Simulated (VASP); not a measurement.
Set up this calculation in VASP 6.6.1, as the native input.

```
Task                   : single point
Functional             : PBE
Potentials or basis    : VASP PAW PBE potentials, release 64 (Mo_sv)
Cutoff                 : 500 eV
k mesh                 : 47 × 47 × 47
Occupations            : fermi-dirac, width 0.0612256 eV
Spin                   : no spin polarisation
Dipole correction      : no
Further INCAR settings : ALGO = Normal; EDIFF = 1e-06; NBANDS = 13
```

The structure of Mo lies in POSCAR:

```
Mo
1.0
    0.0000000000      2.0018794832      2.0018794832
    2.0018794832      0.0000000000      2.0018794832
    2.0018794832      2.0018794832      0.0000000000
Mo
1
Direct
    0.0000000000      0.0000000000      0.0000000000
```

This isn't the form of Mo at room conditions, which is bcc.

One way to write it, as run:

INCAR

```
SYSTEM = Mo
  PREC = Accurate
  ENCUT = 500
  EDIFF = 1E-6
  ISMEAR = -1
  SIGMA = 0.06122561905347299
  LREAL = .False.
  LASPH = .True.
  NELM = 120
  ALGO = Normal
  ISIF = 2
  LWAVE = .False.
  LCHARG = .False.
  GGA = PE
  NBANDS = 13
  GGA_COMPAT = .False.
```

KPOINTS

```
regular mesh
0
Gamma
  47 47 47
  0 0 0
```

Potentials or basis: VASP PAW PBE potentials, release 64 (Mo_sv).

The run is started by

```bash
$ cat potpaw_PBE.64/Mo_sv/POTCAR > POTCAR
$ mpirun -np 1 vasp_std > vasp.out
```

It gave:

```
Pressure               : 0.3 GPa
Band gap on the k mesh : zero (bands 7 and 8 overlap by 4.68 eV)
```

It took 5.8 min on 1 thread of Oxide Virtual Turin-like Processor, with other jobs on the host, peak memory 0.52 GiB.
